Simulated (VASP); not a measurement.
# AlN: single point with r2SCAN

AlN:

```
CELL_PARAMETERS angstrom
3.11100 0.00000 0.00000
-1.55550 2.69421 0.00000
0.00000 0.00000 4.97800
ATOMIC_POSITIONS crystal
Al 0.30406 0.64524 0.98840
Al 0.63739 0.31190 0.48840
N 0.33333 0.66667 0.38500
N 0.66667 0.33333 0.88500
```

This cell differs from its parent crystal: all Al atoms moved -0.100 Å, as atom 1 along Cartesian [1 1 1].

| Property | Result |
| --- | --- |
| Program | VASP 6.6.1 |
| Task | single point |
| Functional | r2SCAN |
| Potentials or basis | VASP PAW PBE potentials, release 64 (Al, N) |
| Cutoff | 520 eV |
| k mesh | 12 × 12 × 6 |
| Occupations | gaussian, width 0.05 eV |
| Spin | no spin polarisation |

```json
{"Pressure": "0.3 GPa", "Largest force": "1.867 eV/Å", "Band gap on the k mesh": "4.61 eV"}
```

Forces in eV/Å, atoms in the order of the input:
```
Al   1.254  1.053  0.895
Al   0.851  1.052  0.881
N   -0.849 -1.052 -0.881
N   -1.256 -1.053 -0.896
```

Stress tensor (GPa, compression positive):
```
 3.46  0.56  2.21
 0.56  3.45  2.21
 2.21  2.21 -5.89
```

Levels at points of the mesh, in eV from the valence-band top:
| k point | band 4 | band 5 | band 6 | band 7 | band 8 | band 9 | band 10 | band 11 | band 12 | band 13 |
| --- | --- | --- | --- | --- | --- | --- | --- | --- | --- | --- |
| (0.00, 0.00, 0.00) | -1.32 | -1.31 | -0.58 | -0.56 | 0.00 | 4.61 | 7.26 | 11.48 | 11.71 | 11.72 |
| (0.50, 0.00, 0.00) | -4.53 | -3.54 | -2.50 | -1.88 | -1.05 | 6.30 | 6.35 | 8.69 | 10.88 | 11.53 |
| (0.00, 0.50, 0.00) | -4.53 | -3.55 | -2.49 | -1.89 | -1.05 | 6.30 | 6.33 | 8.68 | 10.90 | 11.55 |
| (0.50, 0.50, 0.00) | -4.53 | -3.55 | -2.47 | -1.89 | -1.05 | 6.29 | 6.31 | 8.66 | 10.92 | 11.56 |
| (0.00, 0.00, 0.50) | -3.52 | -1.13 | -1.11 | -0.77 | -0.76 | 7.04 | 7.04 | 10.99 | 11.00 | 11.91 |
| (0.50, 0.00, 0.50) | -5.86 | -2.01 | -1.71 | -1.61 | -1.45 | 5.76 | 5.80 | 9.63 | 9.84 | 12.53 |
| (0.00, 0.50, 0.50) | -5.88 | -1.98 | -1.76 | -1.58 | -1.45 | 5.77 | 5.79 | 9.64 | 9.80 | 12.53 |
| (0.50, 0.50, 0.50) | -5.92 | -1.92 | -1.84 | -1.52 | -1.48 | 5.77 | 5.78 | 9.68 | 9.74 | 12.54 |

Run time: 13 min on 1 thread of Oxide Virtual Turin-like Processor, on a shared host, peak memory 0.32 GiB.

Caveat: the cell differs from its parent crystal (all Al atoms moved -0.100 Å, as atom 1 along Cartesian [1 1 1]); the stress differs along the axes, from -6 to 3 GPa; the PAW data sets were made with another functional, which shifts forces and pressure a little. A k mesh can miss the band edges.
